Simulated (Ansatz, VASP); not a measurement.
**Two plane-wave programs on TaN**

```xyz
2
Lattice="3.0337 0.0000 0.0000 -1.5169 2.6273 0.0000 0.0000 0.0000 2.9066" Properties=species:S:1:pos:R:3 pbc="T T T"
Ta    0.0000    1.7515    1.4533
N     0.0000    0.0000    0.0000
```

Alike in both runs: task single point; functional PBEsol; k mesh 18 × 18 × 16; occupations gaussian, width 0.15 eV; no spin polarisation.

|  | VASP | Ansatz |
| --- | --- | --- |
| version | VASP 6.6.1 | Ansatz 0.2.0 |
| potentials or method | VASP PAW PBE potentials, release 64 (Ta_pv, N), cutoff 520 eV | scalar-relativistic, plane waves, PAW |
| valence electrons in the cell | 16 | 18 |

VASP gave:

```
gap on the k mesh at the Fermi level (eV)                     : none
pressure (GPa)                                                : -24.8
traceless stress, the component that is largest in VASP (GPa) : 7.07
```

Q: Estimate Ansatz's values.

A: gap on the k mesh at the Fermi level (eV): none; pressure (GPa): -25.3; traceless stress, the component that is largest in VASP (GPa): 6.98.

VASP's potentials were made for PBE, not for PBEsol. A gap of «none» marks a metal or a gap that the smearing closes. VASP's potentials hold 16 valence electrons a cell and Ansatz's 18, so a difference there can come from the potentials and not from the codes.

Neither program's run includes spin-orbit coupling.
